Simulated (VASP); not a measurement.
# KF (C2/c) in VASP: a series of runs

KF is run at these levels: PBE; tasks: single point, relaxation of cell and atoms.

All numbers are computed with VASP 6.6.1; they aren't measurements. Logs are shortened: lines on timing, memory, paths and dates and some standing lists are left out, and cuts for length are marked.

## (1) The cell of the first run

The structure is monoclinic, space group C2/c (No. 15). Conventional cell: a = 6.435 Å, b = 3.664 Å, c = 6.690 Å, α = 90.00°, β = 108.63°, γ = 90.00°. Within 3.3 Å of K (site symmetry -1) lie 6 F at 2.49 to 2.82 Å. Within 3.3 Å of F (site symmetry 2) lie 6 K at 2.49 to 2.82 Å.

## (2) Single point, PBE

INCAR reads:

```
ALGO = Normal
EDIFF = 1E-6
ENCUT = 520
GGA = PE
ISIF = 2
ISMEAR = 0
LASPH = True
LCHARG = True
LELF = True
LREAL = False
LVHAR = True
LWAVE = False
NBANDS = 24
NELM = 100
PREC = Accurate
SIGMA = 0.1
```

KPOINTS reads:

```
k-points
0
Gamma
  6 6 4
```

POSCAR reads:

```
KF
1.0
    3.2176672900     -1.8322271700      0.0000000000
    3.2176672900      1.8322271700      0.0000000000
   -2.1369785300      0.0000000000      6.3389927300
K F
2 2
Direct
    0.5000000000      0.0000000000      0.0000000000
    0.0000000000      0.5000000000      0.5000000000
    0.8165972700      0.1834027300      0.7500000000
    0.1834027300      0.8165972700      0.2500000000
```

Potentials or basis: VASP PAW PBE potentials, release 64 (K_sv, F).

Launch:

```bash
$ cat potpaw_PBE.64/K_sv/POTCAR potpaw_PBE.64/F/POTCAR > POTCAR
$ mpirun -np 1 vasp_std > vasp.out
```

OUTCAR:

```text
EDIFF = 1E-6
   ENCUT = 520
   GGA = PE
   ISIF = 2
   ISMEAR = 0
   LASPH = True
   LREAL = False
   NELM = 100
   PREC = Accurate

 ion  position               nearest neighbor table
   1  0.500  0.000  0.000-   4 2.49   3 2.49   4 2.68   3 2.68   3 2.82   4 2.82
   2  0.000  0.500  0.500-   3 2.49   4 2.49   4 2.68   3 2.68   3 2.82   4 2.82
   3  0.817  0.183  0.750-   1 2.49   2 2.49   2 2.68   1 2.68   1 2.82   2 2.82
   4  0.183  0.817  0.250-   2 2.49   1 2.49   2 2.68   1 2.68   1 2.82   2 2.82

  LATTYP: Found a base centered monoclinic cell.
 ALAT       =     6.4353345800
 B/A-ratio  =     0.5694271672
 C/A-ratio  =     1.0394964052
 COS(beta)  =    -0.3194523121

  Lattice vectors:

 A1 = (   3.2176672900,  -1.8322271700,   0.0000000000)
 A2 = (   3.2176672900,   1.8322271700,   0.0000000000)
 A3 = (  -2.1369785300,   0.0000000000,   6.3389927300)

Analysis of symmetry for initial positions (statically):
=====================================================================
 Subroutine PRICEL returns:
 Original cell was already a primitive cell.

 Routine SETGRP: Setting up the symmetry group for a
 base centered monoclinic supercell.

 Subroutine GETGRP returns: Found  4 space group operations
 (whereof  2 operations were pure point group operations)
 out of a pool of  4 trial point group operations.

The static configuration has the point symmetry S_2 .
 The point group associated with its full space group is C_2h.

Analysis of symmetry for dynamics (positions and initial velocities):
=====================================================================
 Subroutine PRICEL returns:
 Original cell was already a primitive cell.

 Routine SETGRP: Setting up the symmetry group for a
 base centered monoclinic supercell.

 Subroutine GETGRP returns: Found  4 space group operations
 (whereof  2 operations were pure point group operations)
 out of a pool of  4 trial point group operations.

The dynamic configuration has the point symmetry S_2 .
 The point group associated with its full space group is C_2h.

 Subroutine INISYM returns: Found  4 space group operations
 (whereof  2 operations are pure point group operations),
 and found     1 'primitive' translations

----------------------------------------------------------------------------------------

                                     Primitive cell

  volume of cell :      74.7430

  direct lattice vectors                    reciprocal lattice vectors
     3.217667290 -1.832227170  0.000000000     0.155392076 -0.272891925  0.052385220
     3.217667290  1.832227170  0.000000000     0.155392076  0.272891925  0.052385220
    -2.136978530  0.000000000  6.338992730     0.000000000  0.000000000  0.157753770

  length of vectors
     3.702761023  3.702761023  6.689507162     0.318372284  0.318372284  0.157753770

  position of ions in fractional coordinates (direct lattice)
     0.500000000  1.000000000  0.000000000
     1.000000000  0.500000000  0.500000000
     0.816597270  0.183402730  0.750000000
     0.183402730  0.816597270  0.250000000

  ion indices of the primitive-cell ions
   primitive index   ion index
                 1           1
                 2           2
                 3           3
                 4           4

----------------------------------------------------------------------------------------

 KPOINTS: k-points

Automatic generation of k-mesh.
 Grid dimensions read from file:
 generate k-points for:    6    6    4

 Generating k-lattice:

  Cartesian coordinates                     Fractional coordinates (reciprocal lattice)
     0.025898679 -0.045481988  0.008730870     0.166666667 -0.000000000  0.000000000
     0.025898679  0.045481988  0.008730870    -0.000000000  0.166666667  0.000000000
     0.000000000  0.000000000  0.039438442     0.000000000  0.000000000  0.250000000

  Length of vectors
     0.053062047  0.053062047  0.039438442

  Shift w.r.t. Gamma in fractional coordinates (k-lattice)
     0.000000000  0.000000000  0.000000000

 Subroutine IBZKPT returns following result:
 ===========================================

 Found     47 irreducible k-points:

 Following reciprocal coordinates:
            Coordinates               Weight
  0.000000  0.000000  0.000000      1.000000
  0.166667  0.000000  0.000000      4.000000
  0.333333 -0.000000  0.000000      4.000000
  0.500000  0.000000  0.000000      2.000000
  0.166667  0.166667  0.000000      2.000000
  0.333333  0.166667  0.000000      4.000000
[... 16 lines left out ...]
 -0.333333  0.166667  0.250000      4.000000
 -0.166667  0.166667  0.250000      4.000000
 [... further k-points ...]
   k-points           NKPTS =     47   k-points in BZ     NKDIM =     47   number of bands    NBANDS=     24
   number of dos      NEDOS =    301   number of ions     NIONS =      4
   total plane-waves  NPLWV =  39200
   dimension x,y,z NGX =    28 NGY =   28 NGZ =   50
   dimension x,y,z NGXF=    56 NGYF=   56 NGZF=  100
   ions per type =               2   2
   NGX,Y,Z   is equivalent  to a cutoff of  12.57, 12.57, 12.43 a.u.
   NGXF,Y,Z  is equivalent  to a cutoff of  25.14, 25.14, 24.85 a.u.
 SYSTEM =  unknown system
   PREC   = accura    normal or accurate (medium, high low for compatibility)
   ISTART =      0    job   : 0-new  1-cont  2-samecut
   ICHARG =      2    charge: 1-file 2-atom 10-const
   ISPIN  =      1    spin polarized calculation?
   LNONCOLLINEAR =      F non collinear calculations
   LSORBIT =      F    spin-orbit coupling
   LASPH  =      T    aspherical Exc in radial PAW
   ENCUT  =  520.0 eV  38.22 Ry    6.18 a.u.   6.88  6.88 12.44*2*pi/ulx,y,z
   NELM   =    100;   NELMIN=  2; NELMDL= -5     # of ELM steps
   EDIFF  = 0.1E-05   stopping-criterion for ELM
   LREAL  =      F    real-space projection
   EDIFFG = 0.1E-04   stopping-criterion for IOM
   NSW    =      0    number of steps for IOM
   IBRION =     -1    ionic relax: 0-MD 1-quasi-New 2-CG
   NFREE  =      0    steps in history (QN), initial steepest desc. (CG)
   ISIF   =      2    stress and relaxation
   ISYM   =      2    0-nonsym 1-usesym 2-fastsym
   POTIM  = 0.5000    time-step for ionic-motion
   TEBEG  =    0.0;   TEEND  =   0.0 temperature during run
   PSTRESS=    0.0 pullay stress
   NELECT =      32.0000    total number of electrons
   NUPDOWN=      -1.0000    fix difference up-down
   EMIN   =  10.00;   EMAX   =-10.00  energy-range for DOS
   EFERMI =   0.00;   METHOD = LEGACY
   ISMEAR =     0;   SIGMA  =   0.10  broadening in eV -4-tet -1-fermi 0-gaus
   EFERMI_NEDOS =   21; number of points for ismear=-14 and -15
   IALGO  =     38    algorithm
   IMIX   =      4    mixing-type and parameters
     AMIX     =   0.40;   BMIX     =  1.00
     AMIX_MAG =   1.60;   BMIX_MAG =  1.00
  volume/ion in A,a.u.               =      18.69       126.10
  Fermi-wavevector in a.u.,A,eV,Ry     =   1.233866  2.331668 20.713847  1.522425
  Thomas-Fermi vector in A             =   2.368579
   LORBIT       =      0    0 simple, 1 ext, 2 COOP (PROOUT), +10 PAW based schemes
   GGA     = PE    functional components
   LHFCALC =     F    Hartree Fock is set to
   AEXX    =    0.0000 exact exchange contribution
   IVDW    =     0    specifies the selected vdW correction
   LEPSILON=     F    determine dielectric tensor
   LRPA    =     F    only Hartree local field effects (RPA)
 non-spin polarized calculation
 Gauss-broadening in eV      SIGMA  =   0.10
  energy-cutoff  :      520.00
  volume of cell :       74.74
 maximum number of plane-waves:      2028
   NGX = 13   NGY = 13   NGZ = 25

 number of electron      32.0000020 magnetization

 Free energy of the ion-electron system (eV)
  ---------------------------------------------------
  ext. energy  EPLUGINS =         0.00000000
  ---------------------------------------------------
  free energy    TOTEN  =       -16.41600500 eV

  energy without entropy =      -16.41600500  energy(sigma->0) =      -16.41600500

 E-fermi :  -2.1561     XC(G=0):  -8.4900

 val. band max:       -2.6982064891   @ k =   0.0000   0.0000   0.0000
 cond. band min:       3.4680431422   @ k =   0.0000   0.0000   0.0000
 fundamental gap:      6.1662496313
 Fermi energy:        -2.1561384307

 k-point     1 :       0.0000    0.0000    0.0000
  band No.  band energies     occupation
      1     -28.8147      2.00000
      2     -28.7189      2.00000
      3     -21.5443      2.00000
      4     -21.4160      2.00000
      5     -12.2684      2.00000
      6     -12.0891      2.00000
[... 16 lines left out ...]
     23       9.2370      0.00000
     24       9.2864      0.00000

 k-point     2 :       0.1667    0.0000    0.0000
  band No.  band energies     occupation
      1     -28.7886      2.00000
      2     -28.7079      2.00000
      3     -21.5244      2.00000
      4     -21.4364      2.00000
      5     -12.3105      2.00000
      6     -12.2138      2.00000
[... 16 lines left out ...]
     23       9.1093      0.00000
     24       9.6114      0.00000

 k-point     3 :       0.3333   -0.0000    0.0000
  band No.  band energies     occupation
      1     -28.7327      2.00000
      2     -28.6885      2.00000
      3     -21.4927      2.00000
      4     -21.4696      2.00000
      5     -12.4960      2.00000
      6     -12.3137      2.00000
[... 16 lines left out ...]
     23       9.6886      0.00000
     24      10.2499      0.00000

 k-point     4 :       0.5000    0.0000    0.0000
  band No.  band energies     occupation
      1     -28.6955      2.00000
      2     -28.6876      2.00000
      3     -21.4834      2.00000
      4     -21.4803      2.00000
      5     -12.5424      2.00000
      6     -12.4320      2.00000
[... 16 lines left out ...]
     23      10.2482      0.00000
     24      10.4710      0.00000

 k-point     5 :       0.1667    0.1667    0.0000
  band No.  band energies     occupation
      1     -28.7872      2.00000
      2     -28.7108      2.00000
      3     -21.5176      2.00000
      4     -21.4459      2.00000
      5     -12.3135      2.00000
      6     -12.1891      2.00000
[... 16 lines left out ...]
     23       9.2351      0.00000
     24       9.5732      0.00000

 k-point     6 :       0.3333    0.1667    0.0000
  band No.  band energies     occupation
      1     -28.7458      2.00000
      2     -28.6966      2.00000
      3     -21.4889      2.00000
      4     -21.4764      2.00000
      5     -12.3914      2.00000
      6     -12.3571      2.00000
[... 16 lines left out ...]
     23       9.3537      0.00000
     24      10.1946      0.00000
[... 379 lines left out ...]
 k-point    21 :       0.3333    0.1667    0.2500
  band No.  band energies     occupation
      1     -28.7278      2.00000
      2     -28.7147      2.00000
      3     -21.5006      2.00000
      4     -21.4649      2.00000
      5     -12.3643      2.00000
      6     -12.2805      2.00000
[... 16 lines left out ...]
     23       9.7394      0.00000
     24      10.0361      0.00000

 k-point    22 :       0.5000    0.1667    0.2500
  band No.  band energies     occupation
      1     -28.6966      2.00000
      2     -28.6881      2.00000
      3     -21.5133      2.00000
      4     -21.4523      2.00000
      5     -12.5398      2.00000
      6     -12.3891      2.00000
[... 16 lines left out ...]
     23       9.8595      0.00000
     24      10.4488      0.00000

 k-point    23 :      -0.3333    0.1667    0.2500
  band No.  band energies     occupation
      1     -28.7041      2.00000
      2     -28.6791      2.00000
      3     -21.5104      2.00000
      4     -21.4526      2.00000
      5     -12.5950      2.00000
      6     -12.4157      2.00000
[... 16 lines left out ...]
     23       9.5604      0.00000
     24      10.7629      0.00000

 k-point    24 :      -0.1667    0.1667    0.2500
  band No.  band energies     occupation
      1     -28.7406      2.00000
      2     -28.6989      2.00000
      3     -21.4970      2.00000
      4     -21.4635      2.00000
      5     -12.3930      2.00000
      6     -12.3544      2.00000
[... 16 lines left out ...]
     23       9.6767      0.00000
     24      10.1818      0.00000

 [... further k-points ...]
[... 5 lines left out ...]
  --------------------------------------------------------------------------------------
  -------------------------------------------------------------------------------------
  Total        1.3658428      1.7520405      1.2958179      0.0000000      0.0000000      0.5668481
  in kB       29.2779456     37.5564048     27.7769043      0.0000000      0.0000000     12.1508479
  external PRESSURE =      31.5370849 kB  Pullay stress =       0.0000000 kB

 VOLUME and BASIS-vectors are now :
 -----------------------------------------------------------------------------
  energy-cutoff  :      520.00
  volume of cell :       74.74
      direct lattice vectors                 reciprocal lattice vectors
     3.217667290 -1.832227170  0.000000000     0.155392076 -0.272891925  0.052385220
     3.217667290  1.832227170  0.000000000     0.155392076  0.272891925  0.052385220
    -2.136978530  0.000000000  6.338992730     0.000000000  0.000000000  0.157753770

 POSITION                                       TOTAL-FORCE (eV/Angst)
 -----------------------------------------------------------------------------------
      1.60883     -0.91611      0.00000         0.000000      0.000000     -0.000000
      0.54034      0.91611      3.16950         0.000000      0.000000     -0.000000
      1.61493     -1.16016      4.75424         0.000000      0.556933      0.000000
      2.68342      1.16016      1.58475        -0.000000     -0.556933     -0.000000
 -----------------------------------------------------------------------------------
    total drift:                                0.000000      0.000000      0.000000

  FREE ENERGIE OF THE ION-ELECTRON SYSTEM (eV)
  ---------------------------------------------------
  free  energy   TOTEN  =       -16.4160050013 eV

  energy  without entropy=      -16.4160050013  energy(sigma->0) =      -16.41600500
```

It took 64 s on 1 thread of AMD EPYC 9R45 (Zen 5), shared host; peak memory 0.19 GiB.

What came out:

* Free energy: -16.4160 eV
* Pressure: 3.2 GPa
* Largest force: 0.557 eV/Å
* Band gap on the k mesh: 6.17 eV, direct

Forces on the atoms (eV/Å):
```
K    0.000  0.000  0.000
K    0.000  0.000  0.000
F    0.000  0.557  0.000
F    0.000 -0.557  0.000
```

Stress tensor (GPa, compression positive):
```
2.93 0.00 1.22
0.00 3.76 0.00
1.22 0.00 2.78
```

## (3) Relaxation of cell and atoms, PBE

INCAR reads:

```
  ALGO = Normal
  EDIFF = 1E-6
  EDIFFG = -0.04
  ENCUT = 600
  GGA = PE
  IBRION = 2
  ISIF = 3
  ISMEAR = 0
  LASPH = T
  LCHARG = F
  LREAL = F
  LWAVE = F
  NELM = 100
  NSW = 90
  PREC = Accurate
  SIGMA = 0.1
```

KPOINTS is that of step 2.

POSCAR is that of step 2.

Potentials or basis: VASP PAW PBE potentials, release 64 (K_sv, F).

Launch:

```bash
$ cat potpaw_PBE.64/K_sv/POTCAR potpaw_PBE.64/F/POTCAR > POTCAR
$ mpirun -np 1 vasp_std > vasp.out
```

Wall time 4.7 min (1 thread of AMD EPYC 9R45 (Zen 5), shared host); peak memory 0.23 GiB.

The run converged. Its results:

| Quantity | Value |
| --- | --- |
| Free energy | -16.5954 eV |
| Relaxed volume | 19.89 Å³/atom |
| Relaxed cell | a = 3.853 Å, b = 3.853 Å, c = 6.581 Å, α = 107.01°, β = 107.01°, γ = 59.91° |
| Space group after relaxing (to 0.05 Å) | R-3m (No. 166) |
| Energy gained by relaxing | 43.9 meV/atom |
| Ionic steps | 11 |
| Pressure after relaxing | 0.0 GPa |
| Largest force after relaxing | 0.003 eV/Å |
| Band gap on the k mesh | 5.94 eV, direct |

Forces in eV/Å, atoms in the order of the input:
```
K    0.000  0.000  0.000
K    0.000  0.000  0.000
F    0.000  0.003  0.000
F    0.000 -0.003  0.000
```

Stress tensor (GPa, compression positive):
```
-0.12  0.00  0.00
 0.00 -0.06  0.00
 0.00  0.00  0.29
```

Step by step:
```tsv
step	energy change (eV)	largest force (eV/Å)	pressure (GPa)	volume (Å³)
1	0.0000	0.5559	3.12	74.74
2	-0.0811	0.3789	0.97	78.75
3	-0.1029	0.2434	-0.76	83.24
4	-0.1034	0.2579	-0.58	82.68
5	-0.1166	0.2395	-0.48	82.18
6	-0.1461	0.1819	-0.12	80.67
7	-0.1523	0.0301	0.91	77.62
8	-0.1592	0.0994	0.42	78.91
9	-0.1720	0.0441	0.05	79.59
10	-0.1739	0.0079	-0.12	79.98
11	-0.1757	0.0030	0.04	79.58
```

Final structure:
```cif
data_structure
_symmetry_space_group_name_H-M 'P 1'
_symmetry_Int_Tables_number 1
_cell_length_a 3.8531
_cell_length_b 3.8531
_cell_length_c 6.5812
_cell_angle_alpha 107.006
_cell_angle_beta 107.006
_cell_angle_gamma 59.909
_cell_volume 79.58
loop_
_atom_site_label
_atom_site_type_symbol
_atom_site_fract_x
_atom_site_fract_y
_atom_site_fract_z
_atom_site_occupancy
K1 K 0.50000 0.00000 0.00000 1
K2 K 0.00000 0.50000 0.50000 1
F1 F 0.75043 0.24957 0.75000 1
F2 F 0.24957 0.75043 0.25000 1
```

Levels at points of the mesh, in eV from the valence-band top:
```tsv
k point	band 14	band 15	band 16	band 17	band 18	band 19
(0.00, 0.00, 0.00)	-0.02	-0.01	0.00	5.94	8.92	10.33
(0.50, 0.00, 0.00)	-0.24	-0.20	-0.20	9.00	9.00	9.63
(0.50, 0.50, 0.00)	-0.24	-0.08	-0.07	8.15	8.86	10.06
(0.00, 0.00, 0.50)	-0.18	-0.18	-0.18	7.44	7.44	9.98
(0.50, 0.00, 0.50)	-0.24	-0.08	-0.07	8.15	8.87	10.06
(0.50, 0.50, 0.50)	-0.24	-0.20	-0.20	9.00	9.00	9.63
```

A k mesh can miss the band edges. A hybrid or GW would open this gap; PBE tends to underestimate it.
